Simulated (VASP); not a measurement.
# TaN (P31m) in VASP: further runs

Runs on TaN. Level: PBEsol. Tasks: single point.

Everything below comes from runs of VASP 6.6.1. Logs are shortened: lines on timing, memory, paths and dates and some standing lists are left out, and cuts for length are marked.

### Step 1. The cell of the first run

Symmetry: P31m, No. 157, trigonal system. The conventional cell has a = 5.179 Å, b = 5.179 Å, c = 2.896 Å, α = 90.00°, β = 90.00°, γ = 120.00°. Within 3.0 Å of Ta (site symmetry 3) lie 6 N at 2.10 to 2.21 Å and 5 Ta at 2.90 to 2.99 Å. Within 2.7 Å of Ta (site symmetry 3m) lie 3 N at 2.07 Å. Within 2.9 Å of N (site symmetry m) lie 5 Ta at 2.07 to 2.21 Å and 6 N at 2.76 to 2.90 Å.

### Step 2. Single point, PBEsol (atoms displaced along a vibrational mode)

File INCAR:

```
SYSTEM = TaN
PREC = Accurate
ENCUT = 520
EDIFF = 1E-7
ISMEAR = 0
SIGMA = 0.15
LREAL = .False.
LASPH = .True.
NELM = 100
ALGO = Normal
ISIF = 2
LWAVE = .False.
LCHARG = .False.
GGA = PS
NBANDS = 33
```

File KPOINTS:

```
Automatic mesh
0
Gamma
  12 12 16
  0 0 0
```

File POSCAR:

```
TaN
1.0
    5.1789208695      0.0000000000      0.0000000000
   -2.5894604347      4.4850770372      0.0000000000
    0.0000000000      0.0000000000      2.8959972730
Ta N
3 3
Direct
    0.3333333333      0.6666666667      0.5493587963
    0.6666666667      0.3333333333      0.5493587963
    0.0000000000      0.0000000000     -0.1035912578
    0.3933709412      0.0000000000      0.0209866345
    0.6066290588      0.6066290588      0.0209866345
    0.0000000000      0.3933709412      0.0209866345
```

Potentials or basis: VASP PAW PBE potentials, release 64 (Ta_pv, N).

On the command line:

```
> cat potpaw_PBE.64/Ta_pv/POTCAR potpaw_PBE.64/N/POTCAR > POTCAR
> mpirun -np 1 vasp_std > vasp.out
```

OUTCAR:

```text
SYSTEM = TaN
   PREC = Accurate
   ENCUT = 520
   EDIFF = 1E-7
   ISMEAR = 0
   LREAL = .False.
   LASPH = .True.
   NELM = 100
   ISIF = 2
   GGA = PS

 ion  position               nearest neighbor table
   1  0.333  0.667  0.549-   4 2.10   6 2.10   5 2.10   4 2.21   6 2.21   5 2.21   2 2.99   2 2.99
                             2 2.99   3 3.15   3 3.15   3 3.15   3 3.54   3 3.54   3 3.54
   2  0.667  0.333  0.549-   6 2.10   4 2.10   5 2.10   6 2.21   4 2.21   5 2.21   1 2.99   1 2.99
                             1 2.99   3 3.15   3 3.15   3 3.15   3 3.54   3 3.54   3 3.54
   3  0.000  0.000  0.896-   6 2.07   4 2.07   5 2.07   2 3.15   1 3.15   1 3.15   2 3.15   2 3.15
                             1 3.15   2 3.54   1 3.54   1 3.54   2 3.54   1 3.54   2 3.54
   4  0.393  0.000  0.021-   3 2.07   1 2.10   2 2.10   1 2.21   2 2.21
   5  0.607  0.607  0.021-   3 2.07   2 2.10   1 2.10   2 2.21   1 2.21
   6  0.000  0.393  0.021-   3 2.07   2 2.10   1 2.10   2 2.21   1 2.21

  LATTYP: Found a hexagonal cell.
 ALAT       =     5.1789208695
 C/A-ratio  =     0.5591893265

  Lattice vectors:

 A1 = (   5.1789208695,   0.0000000000,   0.0000000000)
 A2 = (  -2.5894604347,   4.4850770372,   0.0000000000)
 A3 = (   0.0000000000,   0.0000000000,   2.8959972730)

Analysis of symmetry for initial positions (statically):
=====================================================================
 Subroutine PRICEL returns:
 Original cell was already a primitive cell.

 Routine SETGRP: Setting up the symmetry group for a
 hexagonal supercell.

 Subroutine GETGRP returns: Found  6 space group operations
 (whereof  6 operations were pure point group operations)
 out of a pool of 24 trial point group operations.

The static configuration has the point symmetry C_3v.

Analysis of symmetry for dynamics (positions and initial velocities):
=====================================================================
 Subroutine PRICEL returns:
 Original cell was already a primitive cell.

 Routine SETGRP: Setting up the symmetry group for a
 hexagonal supercell.

 Subroutine GETGRP returns: Found  6 space group operations
 (whereof  6 operations were pure point group operations)
 out of a pool of 24 trial point group operations.

The dynamic configuration has the point symmetry C_3v.

 Subroutine INISYM returns: Found  6 space group operations
 (whereof  6 operations are pure point group operations),
 and found     1 'primitive' translations

----------------------------------------------------------------------------------------

                                     Primitive cell

  volume of cell :      67.2678

  direct lattice vectors                    reciprocal lattice vectors
     5.178920869  0.000000000  0.000000000     0.193090419  0.111480805  0.000000000
    -2.589460435  4.485077037  0.000000000     0.000000000  0.222961611  0.000000000
     0.000000000  0.000000000  2.895997273     0.000000000  0.000000000  0.345304193

  length of vectors
     5.178920869  5.178920869  2.895997273     0.222961611  0.222961611  0.345304193

  position of ions in fractional coordinates (direct lattice)
     0.333333333  0.666666667  0.549358796
     0.666666667  0.333333333  0.549358796
     0.000000000  0.000000000  0.896408742
     0.393370941  0.000000000  0.020986634
     0.606629059  0.606629059  0.020986634
     0.000000000  0.393370941  0.020986634

  ion indices of the primitive-cell ions
   primitive index   ion index
                 1           1
                 2           2
                 3           3
                 4           4
                 5           5
                 6           6

----------------------------------------------------------------------------------------

 KPOINTS: Automatic mesh

Automatic generation of k-mesh.
 Grid dimensions read from file:
 generate k-points for:   12   12   16

 Generating k-lattice:

  Cartesian coordinates                     Fractional coordinates (reciprocal lattice)
     0.016090868  0.009290067  0.000000000     0.083333333  0.000000000  0.000000000
     0.000000000  0.018580134  0.000000000     0.000000000  0.083333333  0.000000000
     0.000000000  0.000000000  0.021581512     0.000000000  0.000000000  0.062500000

  Length of vectors
     0.018580134  0.018580134  0.021581512

  Shift w.r.t. Gamma in fractional coordinates (k-lattice)
     0.000000000  0.000000000  0.000000000

 Subroutine IBZKPT returns following result:
 ===========================================

 Found    255 irreducible k-points:

 Following reciprocal coordinates:
            Coordinates               Weight
  0.000000  0.000000  0.000000      1.000000
  0.083333 -0.000000  0.000000      6.000000
  0.166667  0.000000  0.000000      6.000000
  0.250000 -0.000000  0.000000      6.000000
  0.333333 -0.000000  0.000000      6.000000
  0.416667 -0.000000  0.000000      6.000000
[... 16 lines left out ...]
  0.250000 -0.000000  0.062500     12.000000
  0.333333 -0.000000  0.062500     12.000000
 [... further k-points ...]
   k-points           NKPTS =    255   k-points in BZ     NKDIM =    255   number of bands    NBANDS=     33
   number of dos      NEDOS =    301   number of ions     NIONS =      6
   total plane-waves  NPLWV =  38400
   dimension x,y,z NGX =    40 NGY =   40 NGZ =   24
   dimension x,y,z NGXF=    80 NGYF=   80 NGZF=   48
   ions per type =               3   3
   NGX,Y,Z   is equivalent  to a cutoff of  12.84, 12.84, 13.78 a.u.
   NGXF,Y,Z  is equivalent  to a cutoff of  25.68, 25.68, 27.55 a.u.
 SYSTEM =  TaN
   PREC   = accura    normal or accurate (medium, high low for compatibility)
   ISTART =      0    job   : 0-new  1-cont  2-samecut
   ICHARG =      2    charge: 1-file 2-atom 10-const
   ISPIN  =      1    spin polarized calculation?
   LNONCOLLINEAR =      F non collinear calculations
   LSORBIT =      F    spin-orbit coupling
   LASPH  =      T    aspherical Exc in radial PAW
   ENCUT  =  520.0 eV  38.22 Ry    6.18 a.u.   9.63  9.63  5.38*2*pi/ulx,y,z
   NELM   =    100;   NELMIN=  2; NELMDL= -5     # of ELM steps
   EDIFF  = 0.1E-06   stopping-criterion for ELM
   LREAL  =      F    real-space projection
   EDIFFG = 0.1E-05   stopping-criterion for IOM
   NSW    =      0    number of steps for IOM
   IBRION =     -1    ionic relax: 0-MD 1-quasi-New 2-CG
   NFREE  =      0    steps in history (QN), initial steepest desc. (CG)
   ISIF   =      2    stress and relaxation
   ISYM   =      2    0-nonsym 1-usesym 2-fastsym
   POTIM  = 0.5000    time-step for ionic-motion
   TEBEG  =    0.0;   TEEND  =   0.0 temperature during run
   PSTRESS=    0.0 pullay stress
   NELECT =      48.0000    total number of electrons
   NUPDOWN=      -1.0000    fix difference up-down
   EMIN   =  10.00;   EMAX   =-10.00  energy-range for DOS
   EFERMI =   0.00;   METHOD = LEGACY
   ISMEAR =     0;   SIGMA  =   0.15  broadening in eV -4-tet -1-fermi 0-gaus
   EFERMI_NEDOS =   21; number of points for ismear=-14 and -15
   IALGO  =     38    algorithm
   IMIX   =      4    mixing-type and parameters
     AMIX     =   0.40;   BMIX     =  1.00
     AMIX_MAG =   1.60;   BMIX_MAG =  1.00
  volume/ion in A,a.u.               =      11.21        75.66
  Fermi-wavevector in a.u.,A,eV,Ry     =   1.462916  2.764511 29.118154  2.140124
  Thomas-Fermi vector in A             =   2.579073
   LORBIT       =      0    0 simple, 1 ext, 2 COOP (PROOUT), +10 PAW based schemes
   GGA     = PS    functional components
   LHFCALC =     F    Hartree Fock is set to
   AEXX    =    0.0000 exact exchange contribution
   IVDW    =     0    specifies the selected vdW correction
   LEPSILON=     F    determine dielectric tensor
   LRPA    =     F    only Hartree local field effects (RPA)
 non-spin polarized calculation
 Gauss-broadening in eV      SIGMA  =   0.15
  energy-cutoff  :      520.00
  volume of cell :       67.27
 maximum number of plane-waves:      1840
 NGX is ok and might be reduce to    40
   NGX = 19   NGY = 19   NGZ = 11

 number of electron      47.9999999 magnetization

 Free energy of the ion-electron system (eV)
  ---------------------------------------------------
  ext. energy  EPLUGINS =         0.00000000
  ---------------------------------------------------
  free energy    TOTEN  =       -70.56576142 eV

  energy without entropy =      -70.55988249  energy(sigma->0) =      -70.56282195

 E-fermi :   8.3578     XC(G=0): -13.2246

 val. band max:        8.3548352003   @ k =   0.1667   0.1667   0.1875
 cond. band min:       8.3989553158   @ k =   0.5000  -0.0000   0.5000
 fundamental gap:      0.0441201155
 Fermi energy:         8.3578101362

 k-point     1 :       0.0000    0.0000    0.0000
  band No.  band energies     occupation
      1     -27.8134      2.00000
      2     -27.8134      2.00000
      3     -27.5085      2.00000
      4     -27.5085      2.00000
      5     -27.2482      2.00000
      6     -27.1356      2.00000
[... 25 lines left out ...]
     32      11.0916      0.00000
     33      11.0916      0.00000

 k-point     2 :       0.0833   -0.0000    0.0000
  band No.  band energies     occupation
      1     -27.8236      2.00000
      2     -27.8158      2.00000
      3     -27.4947      2.00000
      4     -27.4929      2.00000
      5     -27.2478      2.00000
      6     -27.1374      2.00000
[... 25 lines left out ...]
     32      11.0786      0.00000
     33      11.0908      0.00000
[... 754 lines left out ...]
     32      11.8043      0.00000
     33      11.9280      0.00000

 k-point    24 :       0.3333   -0.0000    0.0625
  band No.  band energies     occupation
      1     -27.8944      2.00000
      2     -27.7659      2.00000
      3     -27.4375      2.00000
      4     -27.3674      2.00000
      5     -27.2979      2.00000
      6     -27.1988      2.00000
[... 25 lines left out ...]
     32      11.9412      0.00000
     33      12.3736      0.00000

 [... further k-points ...]

------------------------ aborting loop because EDIFF is reached ----------------------------------------

  FORCE on cell =-STRESS in cart. coord.  units (eV):
  Direction    XX          YY          ZZ          XY          YZ          ZX
  --------------------------------------------------------------------------------------
  -------------------------------------------------------------------------------------
  Total        1.8034679      1.8034679      0.0508456      0.0000000      0.0000000      0.0000000
  in kB       42.9547963     42.9547963      1.2110338      0.0000000      0.0000000      0.0000000
  external PRESSURE =      29.0402088 kB  Pullay stress =       0.0000000 kB

 VOLUME and BASIS-vectors are now :
 -----------------------------------------------------------------------------
  energy-cutoff  :      520.00
  volume of cell :       67.27
      direct lattice vectors                 reciprocal lattice vectors
     5.178920869  0.000000000  0.000000000     0.193090419  0.111480805  0.000000000
    -2.589460435  4.485077037  0.000000000     0.000000000  0.222961611  0.000000000
     0.000000000  0.000000000  2.895997273     0.000000000  0.000000000  0.345304193

 POSITION                                       TOTAL-FORCE (eV/Angst)
 -----------------------------------------------------------------------------------
     -0.00000      2.99005      1.59094        -0.000000     -0.000000     -1.965994
      2.58946      1.49503      1.59094        -0.000000      0.000000     -1.965994
      0.00000      0.00000      2.59600        -0.000000     -0.000000      3.616690
      2.03724      0.00000      0.06078        -0.202042     -0.000000      0.105099
      1.57084      2.72078      0.06078         0.101021      0.174973      0.105099
     -1.01862      1.76430      0.06078         0.101021     -0.174973      0.105099
 -----------------------------------------------------------------------------------
    total drift:                                0.000000      0.000001      0.000133

  FREE ENERGIE OF THE ION-ELECTRON SYSTEM (eV)
  ---------------------------------------------------
  free  energy   TOTEN  =       -70.5657614189 eV

  energy  without entropy=      -70.5598824894  energy(sigma->0) =      -70.56282195
```

Run time: 5.1 min. Hardware: 1 thread of AMD EPYC 9R45 (Zen 5), shared host; peak memory 0.49 GiB.

What came out:

| Property | Result |
| --- | --- |
| Free energy | -70.5658 eV |
| Pressure | 2.9 GPa |
| Largest force | 3.617 eV/Å |
| Band gap on the k mesh | zero (bands 24 and 25 overlap by 2.41 eV) |

Forces in eV/Å, atoms in the order of the input:
```
Ta   0.000  0.000 -1.966
Ta   0.000  0.000 -1.966
Ta   0.000  0.000  3.617
N   -0.202  0.000  0.105
N    0.101  0.175  0.105
N    0.101 -0.175  0.105
```

Levels at points of the mesh, in eV from the Fermi level:
| k point | band 22 | band 23 | band 24 | band 25 | band 26 | band 27 |
| --- | --- | --- | --- | --- | --- | --- |
| (0.00, 0.00, 0.00) | -3.29 | -1.47 | -1.26 | -1.26 | 0.87 | 0.87 |
| (0.50, 0.00, 0.00) | -3.57 | -2.97 | -2.58 | 0.75 | 1.25 | 1.86 |
| (0.00, 0.00, 0.50) | -2.75 | -2.75 | 1.09 | 1.09 | 2.07 | 2.10 |
| (0.50, 0.00, 0.50) | -2.94 | -1.96 | -0.75 | 0.04 | 1.16 | 2.52 |

Caveat: the cell differs from its parent crystal (atoms displaced along a vibrational mode); the PAW data sets were made with another functional, which shifts forces and pressure a little; spin-orbit coupling is left out, which moves the levels of the heavy elements.

(Part 1 of 2 ends here.)

The gap in the log of VASP goes by the Fermi energy; the results here count the filled bands.